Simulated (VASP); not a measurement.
Input of a VASP 6.6.1 run:

File INCAR:

```
PREC     = Accurate       # precision mode
ENCUT    = 600            # plane-wave cutoff, eV
EDIFF    = 1E-6           # SCF threshold, eV
ISMEAR   = 0              # smearing method
SIGMA    = 0.01           # smearing width, eV
LREAL    = False          # projectors in reciprocal space
LASPH    = True           # aspherical terms in the spheres
NELM     = 120            # most SCF steps
ALGO     = Normal         # electronic algorithm
ISIF     = 2              # what is computed and relaxed
LWAVE    = False          # write WAVECAR
LCHARG   = False          # write CHGCAR
GGA      = CA             # functional
NBANDS   = 15             # bands
GGA_COMPAT= False
```

KPOINTS

```
Automatic mesh
0
Gamma
  12 12 12
```

Contents of POSCAR:

```
YN
1.0
    0.0000000000      2.4100689741      2.4100689741
    2.4100689741      0.0000000000      2.4100689741
    2.4100689741      2.4100689741      0.0000000000
Y N
1 1
Direct
    0.0000000000      0.0000000000      0.0000000000
    0.5000000000      0.5000000000      0.5000000000
```

Potentials or basis: VASP PAW LDA potentials, release 64 (Y_sv, N).

Run with:

```sh
$ cat potpaw_LDA.64/Y_sv/POTCAR potpaw_LDA.64/N/POTCAR > POTCAR
$ mpirun -np 1 vasp_std > vasp.out
```

(1) What does it give for the pressure?

(2) Predict the band gap on the k mesh.

## Answers

(1) 0.1 GPa.

(2) 0.01 eV, indirect (least direct gap 0.36 eV).
